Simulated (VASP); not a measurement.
Here is a VASP 6.6.1 calculation.

The input INCAR:

```
SYSTEM = PbO2
PREC = Accurate ; ENCUT = 600
EDIFF = 1E-6 ; ISMEAR = 0
SIGMA = 0.1 ; LREAL = .False.
LASPH = .True. ; NELM = 120
ALGO = Normal ; ISIF = 2
LWAVE = .False. ; LCHARG = .False.
GGA = PE ; NBANDS = 20
GGA_COMPAT = .False.
```

The input KPOINTS:

```
Automatic mesh
0
Gamma
  6 6 6
  0 0 0
```

Contents of POSCAR:

```
PbO2
1.0
    0.0000000000      2.4138701381      2.4138701381
    2.4138701381      0.0000000000      2.4138701381
    2.4138701381      2.4138701381      0.0000000000
Pb O
1 2
Direct
    0.0000000000      0.0000000000      0.0000000000
    0.2500000000      0.2500000000      0.2500000000
    0.7500000000      0.7500000000      0.7500000000
```

Potentials or basis: VASP PAW PBE potentials, release 64 (Pb_d, O).

Launch:

```sh
$ cat potpaw_PBE.64/Pb_d/POTCAR potpaw_PBE.64/O/POTCAR > POTCAR
$ mpirun -np 1 vasp_std > vasp.out
```

Question: Estimate the band gap on the k mesh.

Answer: 0.42 eV, indirect (least direct gap 2.54 eV).

Question: Estimate the pressure.

Answer: 105.6 GPa.

Caveat: spin-orbit coupling is left out, which moves the levels of the heavy elements. PBE gaps usually lie below the measured ones, often by a third to a half.
